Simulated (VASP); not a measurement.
Crystal: AlCo3.

```
Al Co
1.0
     3.57495    0.00000    0.00000
     0.00000    3.57495    0.00000
     0.00000    0.00000    3.57495
Al Co
1 3
Direct
  0.00000 0.00000 0.00000
  0.50000 0.50000 0.00000
  0.50000 0.00000 0.50000
  0.00000 0.50000 0.50000
```

- Program: VASP 6.6.1
- Task: relaxation of cell and atoms
- Functional: r2SCAN
- Potentials or basis: VASP PAW PBE potentials, release 64 (Al, Co)
- Cutoff: 600 eV
- k mesh: 12 × 12 × 12
- Occupations: gaussian, width 0.1 eV
- Spin: no spin polarisation

At the start: pressure -13.2 GPa; volume 11.42 Å³/atom.

Problem. How do energy, volume and symmetry change on relaxing?

Solution. Over 4 steps the energy falls by 32.4 meV/atom and the volume is 10.68 Å³/atom (-6.5 %); space group Pm-3m (No. 221, to 0.1 Å) before and after.

Step by step:
| step | energy change (eV) | largest force (eV/Å) | pressure (GPa) | volume (Å³) |
| --- | --- | --- | --- | --- |
| 1 | 0.0000 | 0.0000 | -13.21 | 45.69 |
| 2 | 0.0422 | 0.0000 | 19.69 | 39.74 |
| 3 | -0.1295 | 0.0000 | -0.26 | 42.77 |
| 4 | -0.1296 | 0.0000 | 0.11 | 42.72 |

Final structure:
```yaml
crystal:
  lattice:
    - [3.49565, 0.00000, 0.00000]
    - [0.00000, 3.49565, 0.00000]
    - [0.00000, 0.00000, 3.49565]
  atoms:
    - { symbol: Al, position: [0.00000, 0.00000, 0.00000] }
    - { symbol: Co, position: [0.50000, 0.50000, 0.00000] }
    - { symbol: Co, position: [0.50000, 0.00000, 0.50000] }
    - { symbol: Co, position: [0.00000, 0.50000, 0.50000] }
```

Caveat: the PAW data sets were made with another functional, which shifts forces and pressure a little; the run has no spin polarisation, though such a crystal can be magnetic.
